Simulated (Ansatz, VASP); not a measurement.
GaAs: VASP beside Ansatz

```
Ga As
1.0
     0.00000    2.82685    2.85512
     2.82685    0.00000    2.85512
     2.82685    2.82685    0.00000
Ga As
1 1
Direct
  0.00000 0.00000 0.00000
  0.25000 0.25000 0.25000
```

Change from the starting cell: z stretched by +1 %, ions relaxed.

Alike in both runs: functional PBE; k mesh 13 × 13 × 13; occupations fermi-dirac, width 0.02 eV; no spin polarisation.

Ansatz relaxed the structure, and its values are those at the end. VASP's run is a single point on that final structure, the one shown.

|  | VASP | Ansatz |
| --- | --- | --- |
| version | VASP 6.6.1 | Ansatz 0.2.0 |
| potentials or method | VASP PAW PBE potentials, release 64 (Ga_d, As) | plane-wave PAW, scalar-relativistic |
| plane-wave cutoff (eV) | 520 | 420 |
| valence electrons in the cell | 18 | 28 |

```csv
,VASP,Ansatz,Ansatz less VASP
pressure (GPa),2.7,2.6,-0.17
```

With one functional, cell and mesh, what is left measures potentials, basis and numerics. VASP's potentials hold 18 valence electrons a cell and Ansatz's 28, so a difference there can come from the potentials and not from the codes. Ansatz's warnings: stress scf threshold loose.
